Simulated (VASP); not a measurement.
# I (Fmmm) in VASP: further runs

The runs below take I through density of states, elastic constants, with PBEsol, LDA.

All numbers are computed with VASP 6.6.1; they aren't measurements. Logs are shortened: lines on timing, memory, paths and dates and some standing lists are left out, and cuts for length are marked.

## Step 1: The cell of the first run

The structure is orthorhombic, space group Fmmm (No. 69). The conventional cell has a = 4.384 Å, b = 4.731 Å, c = 7.820 Å, α = 90.00°, β = 90.00°, γ = 90.00°. Within 4.2 Å of I (site symmetry mmm) lie 4 I at 3.23 Å.

## Step 2: Density of states, PBEsol

Contents of POSCAR:

```
I
1.0
    0.0000000000      2.3656004428      3.9098401324
    2.1922454667      0.0000000000      3.9098401324
    2.1922454667      2.3656004428      0.0000000000
I
1
Direct
    0.0000000000      0.0000000000      0.0000000000
```

Contents of INCAR.step1:

```
  PREC = Accurate
  ENCUT = 520
  EDIFF = 1E-6
  ISMEAR = -1
  SIGMA = 0.05
  LREAL = F
  LASPH = T
  NELM = 60
  ALGO = Normal
  ISIF = 2
  LWAVE = F
  LCHARG = T
  GGA = PS
  NBANDS = 10
```

Contents of KPOINTS.step1:

```
Automatic mesh
0
Gamma
  9 9 9
```

Contents of INCAR.step2:

```
  PREC = Accurate
  ENCUT = 520
  EDIFF = 1E-6
  ISMEAR = -5
  SIGMA = 0.05
  LREAL = F
  LASPH = T
  NELM = 60
  ALGO = Normal
  ISIF = 2
  LWAVE = F
  LCHARG = F
  GGA = PS
  LORBIT = 11
  NBANDS = 10
  NEDOS = 1001
  ICHARG = 11
```

Contents of KPOINTS.step2:

```
Automatic mesh
0
Gamma
  14 14 14
```

Potentials or basis: VASP PAW PBE potentials, release 64 (I).

Command:

```console
$ cat potpaw_PBE.64/I/POTCAR > POTCAR
$ cp INCAR.step1 INCAR
$ cp KPOINTS.step1 KPOINTS
$ mpirun -np 1 vasp_std > vasp.out
$ cp INCAR.step2 INCAR
$ cp KPOINTS.step2 KPOINTS
$ mpirun -np 1 vasp_std > vasp.out
```

OUTCAR:

```text
PREC = Accurate
   ENCUT = 520
   EDIFF = 1E-6
   ISMEAR = -5
   LREAL = F
   LASPH = T
   NELM = 60
   ISIF = 2
   GGA = PS
   LORBIT = 11
   ICHARG = 11

 ion  position               nearest neighbor table
   1  0.000  0.000  0.000-

  LATTYP: Found a face centered orthorhombic cell.
 ALAT       =     4.3844909334
 B/A-ratio  =     1.0790764441
 C/A-ratio  =     1.7834864717

  Lattice vectors:

 A1 = (   0.0000000000,   2.3656004428,   3.9098401324)
 A2 = (   2.1922454667,   0.0000000000,   3.9098401324)
 A3 = (   2.1922454667,   2.3656004428,   0.0000000000)

Analysis of symmetry for initial positions (statically):
=====================================================================
 Subroutine PRICEL returns:
 Original cell was already a primitive cell.

 Routine SETGRP: Setting up the symmetry group for a
 face centered orthorhombic supercell.

 Subroutine GETGRP returns: Found  8 space group operations
 (whereof  8 operations were pure point group operations)
 out of a pool of  8 trial point group operations.

The static configuration has the point symmetry D_2h.

Analysis of symmetry for dynamics (positions and initial velocities):
=====================================================================
 Subroutine PRICEL returns:
 Original cell was already a primitive cell.

 Routine SETGRP: Setting up the symmetry group for a
 face centered orthorhombic supercell.

 Subroutine GETGRP returns: Found  8 space group operations
 (whereof  8 operations were pure point group operations)
 out of a pool of  8 trial point group operations.

The dynamic configuration has the point symmetry D_2h.

 Subroutine INISYM returns: Found  8 space group operations
 (whereof  8 operations are pure point group operations),
 and found     1 'primitive' translations

----------------------------------------------------------------------------------------

                                     Primitive cell

  volume of cell :      40.5527

  direct lattice vectors                    reciprocal lattice vectors
     0.000000000  2.365600443  3.909840132    -0.228076649  0.211362828  0.127882467
     2.192245467  0.000000000  3.909840132     0.228076649 -0.211362828  0.127882467
     2.192245467  2.365600443  0.000000000     0.228076649  0.211362828 -0.127882467

  length of vectors
     4.569782852  4.482498193  3.225214046     0.336224818  0.336224818  0.336224818

  position of ions in fractional coordinates (direct lattice)
     0.000000000  0.000000000  0.000000000

  ion indices of the primitive-cell ions
   primitive index   ion index
                 1           1

----------------------------------------------------------------------------------------

 KPOINTS: Automatic mesh

Automatic generation of k-mesh.
 Grid dimensions read from file:
 generate k-points for:   14   14   14

 Generating k-lattice:

  Cartesian coordinates                     Fractional coordinates (reciprocal lattice)
    -0.016291189  0.015097345  0.009134462     0.071428571  0.000000000  0.000000000
     0.016291189 -0.015097345  0.009134462     0.000000000  0.071428571  0.000000000
     0.016291189  0.015097345 -0.009134462     0.000000000  0.000000000  0.071428571

  Length of vectors
     0.024016058  0.024016058  0.024016058

  Shift w.r.t. Gamma in fractional coordinates (k-lattice)
     0.000000000  0.000000000  0.000000000

 TETIRR: Found   2310 inequivalent tetrahedra from    16464

 Subroutine IBZKPT returns following result:
 ===========================================

 Found    428 irreducible k-points:

 Following reciprocal coordinates:
            Coordinates               Weight
  0.000000  0.000000  0.000000      1.000000
  0.071429  0.000000  0.000000      8.000000
  0.142857  0.000000  0.000000      8.000000
  0.214286 -0.000000  0.000000      8.000000
  0.285714  0.000000  0.000000      8.000000
  0.357143  0.000000  0.000000      8.000000
[... 16 lines left out ...]
  0.214286  0.142857  0.000000      8.000000
  0.285714  0.142857  0.000000      8.000000
 [... further k-points ...]
   k-points           NKPTS =    428   k-points in BZ     NKDIM =    428   number of bands    NBANDS=     10
   number of dos      NEDOS =   1001   number of ions     NIONS =      1
   total plane-waves  NPLWV =  31104
   dimension x,y,z NGX =    36 NGY =   36 NGZ =   24
   dimension x,y,z NGXF=    72 NGYF=   72 NGZF=   48
   ions per type =               1
   NGX,Y,Z   is equivalent  to a cutoff of  13.10, 13.35, 12.37 a.u.
   NGXF,Y,Z  is equivalent  to a cutoff of  26.19, 26.70, 24.74 a.u.
 SYSTEM =  unknown system
   PREC   = accura    normal or accurate (medium, high low for compatibility)
   ISTART =      0    job   : 0-new  1-cont  2-samecut
   ICHARG =     11    charge: 1-file 2-atom 10-const
   ISPIN  =      1    spin polarized calculation?
   LNONCOLLINEAR =      F non collinear calculations
   LSORBIT =      F    spin-orbit coupling
   LASPH  =      T    aspherical Exc in radial PAW
   ENCUT  =  520.0 eV  38.22 Ry    6.18 a.u.   8.50  8.33  6.00*2*pi/ulx,y,z
   NELM   =     60;   NELMIN=  2; NELMDL=  0     # of ELM steps
   EDIFF  = 0.1E-05   stopping-criterion for ELM
   LREAL  =      F    real-space projection
   EDIFFG = 0.1E-04   stopping-criterion for IOM
   NSW    =      0    number of steps for IOM
   IBRION =     -1    ionic relax: 0-MD 1-quasi-New 2-CG
   NFREE  =      0    steps in history (QN), initial steepest desc. (CG)
   ISIF   =      2    stress and relaxation
   ISYM   =      2    0-nonsym 1-usesym 2-fastsym
   POTIM  = 0.5000    time-step for ionic-motion
   TEBEG  =    0.0;   TEEND  =   0.0 temperature during run
   PSTRESS=    0.0 pullay stress
   NELECT =       7.0000    total number of electrons
   NUPDOWN=      -1.0000    fix difference up-down
   EMIN   =  10.00;   EMAX   =-10.00  energy-range for DOS
   EFERMI =   0.00;   METHOD = LEGACY
   ISMEAR =    -5;   SIGMA  =   0.05  broadening in eV -4-tet -1-fermi 0-gaus
   EFERMI_NEDOS =   21; number of points for ismear=-14 and -15
   IALGO  =     38    algorithm
   IMIX   =      4    mixing-type and parameters
     AMIX     =   0.40;   BMIX     =  1.00
     AMIX_MAG =   1.60;   BMIX_MAG =  1.00
  volume/ion in A,a.u.               =      40.55       273.66
  Fermi-wavevector in a.u.,A,eV,Ry     =   0.911523  1.722529 11.304731  0.830874
  Thomas-Fermi vector in A             =   2.035812
   LORBIT       =     11    0 simple, 1 ext, 2 COOP (PROOUT), +10 PAW based schemes
   GGA     = PS    functional components
   LHFCALC =     F    Hartree Fock is set to
   AEXX    =    0.0000 exact exchange contribution
   IVDW    =     0    specifies the selected vdW correction
   LEPSILON=     F    determine dielectric tensor
   LRPA    =     F    only Hartree local field effects (RPA)
 non-spin polarized calculation
 Fermi weights with tetrahedron method with Bloechl corrections
  energy-cutoff  :      520.00
  volume of cell :       40.55
 maximum number of plane-waves:      1112
 NGX is ok and might be reduce to    36

 number of electron       7.0000000 magnetization

 Free energy of the ion-electron system (eV)
  ---------------------------------------------------
  ext. energy  EPLUGINS =         0.00000000
  ---------------------------------------------------
  free energy    TOTEN  =        -1.67160710 eV

  energy without entropy =       -1.67160710  energy(sigma->0) =       -1.67160710

 E-fermi :   3.3218     XC(G=0):  -8.4416

 val. band max:        3.4460816892   @ k =   0.4286   0.5000   0.0714
 cond. band min:       3.3376711393   @ k =   0.4286   0.1429   0.1429
 fundamental gap:     -0.1084105499
 Fermi energy:         3.3217854264

 k-point     1 :       0.0000    0.0000    0.0000
  band No.  band energies     occupation
      1     -10.5272      2.00000
      2       1.4483      2.00000
      3       4.1581      0.00000
      4       4.4253      0.00000
      5       7.7519      0.00000
      6      10.8437      0.00000
      7      11.4833      0.00000
      8      15.4659      0.00000
      9      15.6604      0.00000
     10      15.7678      0.00000

 k-point     2 :       0.0714    0.0000    0.0000
  band No.  band energies     occupation
      1     -10.4723      2.00000
      2       1.4457      2.00000
      3       3.7489      0.20132
      4       4.3534      0.00000
      5       7.9191      0.00000
      6      11.0742      0.00000
      7      11.8962      0.00000
      8      14.0693      0.00000
      9      15.6834      0.00000
     10      16.1927      0.00000

 k-point     3 :       0.1429    0.0000    0.0000
  band No.  band energies     occupation
      1     -10.3120      2.00000
      2       1.4374      2.00000
      3       2.6285      2.04346
      4       4.4309      0.00000
      5       8.3300      0.00000
      6      11.3006      0.00000
      7      12.5633      0.00000
      8      13.3210      0.00000
      9      15.8504      0.00000
     10      16.5733      0.00000

 k-point     4 :       0.2143   -0.0000    0.0000
  band No.  band energies     occupation
      1     -10.0606      2.00000
      2       1.1950      2.00000
      3       1.5886      2.00000
      4       4.5757      0.00000
      5       8.8263      0.00000
      6      11.4190      0.00000
      7      11.6218      0.00000
      8      15.0545      0.00000
      9      16.1500      0.00000
     10      16.9293      0.00000
[... 222 lines left out ...]
 k-point    22 :       0.1429    0.1429    0.0000
  band No.  band energies     occupation
      1     -10.4824      2.00000
      2       0.9067      2.00000
      3       4.1137      0.00000
      4       4.3851      0.00000
      5       8.7372      0.00000
      6      10.7257      0.00000
      7      11.2508      0.00000
      8      15.8240      0.00000
      9      16.1075      0.00000
     10      16.2350      0.00000

 k-point    23 :       0.2143    0.1429    0.0000
  band No.  band energies     occupation
      1     -10.4081      2.00000
      2       0.7160      2.00000
      3       3.6935      0.26178
      4       4.2950      0.00000
      5       9.2758      0.00000
      6      10.8879      0.00000
      7      11.5929      0.00000
      8      14.7720      0.00000
      9      16.2003      0.00000
     10      16.9124      0.00000

 k-point    24 :       0.2857    0.1429    0.0000
  band No.  band energies     occupation
      1     -10.2333      2.00000
      2       0.6100      2.00000
      3       2.5661      2.08367
      4       4.3605      0.00000
      5       9.8387      0.00000
      6      11.0380      0.00000
      7      12.7885      0.00000
      8      13.8483      0.00000
      9      16.5213      0.00000
     10      17.3992      0.00000

 [... further k-points ...]

------------------------ aborting loop because EDIFF is reached ----------------------------------------

  FORCE on cell =-STRESS in cart. coord.  units (eV):
  Direction    XX          YY          ZZ          XY          YZ          ZX
  --------------------------------------------------------------------------------------
  -------------------------------------------------------------------------------------
  Total       -0.4211815     -0.5309731     -0.0802400      0.0000000      0.0000000      0.0000000
  in kB      -16.6402660    -20.9779745     -3.1701673      0.0000000      0.0000000      0.0000000
  external PRESSURE =     -13.5961359 kB  Pullay stress =       0.0000000 kB

 VOLUME and BASIS-vectors are now :
 -----------------------------------------------------------------------------
  energy-cutoff  :      520.00
  volume of cell :       40.55
      direct lattice vectors                 reciprocal lattice vectors
     0.000000000  2.365600443  3.909840132    -0.228076649  0.211362828  0.127882467
     2.192245467  0.000000000  3.909840132     0.228076649 -0.211362828  0.127882467
     2.192245467  2.365600443  0.000000000     0.228076649  0.211362828 -0.127882467

 POSITION                                       TOTAL-FORCE (eV/Angst)
 -----------------------------------------------------------------------------------
      0.00000      0.00000      0.00000         0.000000      0.000000     -0.000000
 -----------------------------------------------------------------------------------
    total drift:                               -0.000000      0.000000      0.000000

  FREE ENERGIE OF THE ION-ELECTRON SYSTEM (eV)
  ---------------------------------------------------
  free  energy   TOTEN  =        -1.6716071032 eV

  energy  without entropy=       -1.6716071032  energy(sigma->0) =       -1.67160710

 total charge

# of ion       s       p       d       tot
------------------------------------------
    1        1.548   2.587   0.028   4.163
```

Run time: 71 s. Hardware: 1 thread of Intel Xeon Platinum 8488C (Sapphire Rapids), shared host; peak memory 0.29 GiB.

Results:

* Valence electrons inside the program's atomic spheres: I 4.16

Levels at points of the mesh, in eV from the Fermi level:
| k point | band 1 | band 2 | band 3 | band 4 | band 5 | band 6 | band 7 | band 8 | band 9 |
| --- | --- | --- | --- | --- | --- | --- | --- | --- | --- |
| (0.00, 0.00, 0.00) | -13.85 | -1.87 | 0.84 | 1.10 | 4.43 | 7.52 | 8.16 | 12.14 | 12.34 |
| (0.50, 0.00, 0.00) | -12.39 | -5.18 | -1.67 | 1.77 | 4.72 | 9.12 | 10.55 | 11.91 | 12.35 |
| (0.50, 0.50, 0.00) | -13.60 | -4.04 | 0.61 | 0.90 | 6.98 | 7.22 | 10.60 | 14.62 | 15.18 |
| (0.50, 0.00, 0.50) | -11.09 | -4.36 | -3.43 | -0.41 | 3.91 | 6.57 | 9.60 | 10.39 | 11.10 |
| (0.00, 0.50, 0.50) | -11.05 | -4.04 | -3.73 | -0.70 | 3.85 | 5.70 | 10.37 | 10.61 | 12.01 |

Caveat: the PAW data sets were made with another functional, which shifts forces and pressure a little; spin-orbit coupling is left out, which moves the levels of the heavy elements; an odd number of electrons without spin polarisation forces a metal; a magnetic or distorted state may lie lower; tetrahedron occupations give inexact forces and stress in metals.

## Step 3: Elastic constants, LDA

Contents of INCAR:

```
SYSTEM = I
ALGO = Normal
EDIFF = 1E-8
ENCUT = 600
GGA = CA
IBRION = 6
ISIF = 3
ISMEAR = -1
LASPH = .TRUE.
LCHARG = .FALSE.
LREAL = .FALSE.
LWAVE = .FALSE.
NBANDS = 10
NELM = 60
NFREE = 2
NSW = 1
POTIM = 0.015
PREC = Accurate
SIGMA = 0.05
```

Contents of KPOINTS:

```
k-points
0
G
  7 7 7
  0 0 0
```

POSCAR is that of step 2.

Potentials or basis: VASP PAW LDA potentials, release 64 (I).

Command:

```console
$ cat potpaw_LDA.64/I/POTCAR > POTCAR
$ mpirun -np 1 vasp_std > vasp.out
```

Run time: 3.2 min. Hardware: 1 thread of Intel Xeon 6975P-C (Granite Rapids), shared host; peak memory 0.22 GiB.

Results (log left out):

```
Voigt bulk modulus : 24 GPa
```

Elastic tensor in Voigt notation (GPa, in the Cartesian axes of the cell as first typed):
```
52 45  0  0  0  0
45 68 -1  0  0  0
 0 -1  6  0  0  0
 0  0  0  4  0  0
 0  0  0  0  3  0
 0  0  0  0  0 17
```

Clamped-ion elastic tensor (GPa):
```
52 45  0  0  0  0
45 68 -1  0  0  0
 0 -1  6  0  0  0
 0  0  0  4  0  0
 0  0  0  0  3  0
 0  0  0  0  0 17
```

Caveat: the cell is under stress, which shifts elastic constants; spin-orbit coupling is left out, which moves the levels of the heavy elements.

(Continued in part 2 of 2.)
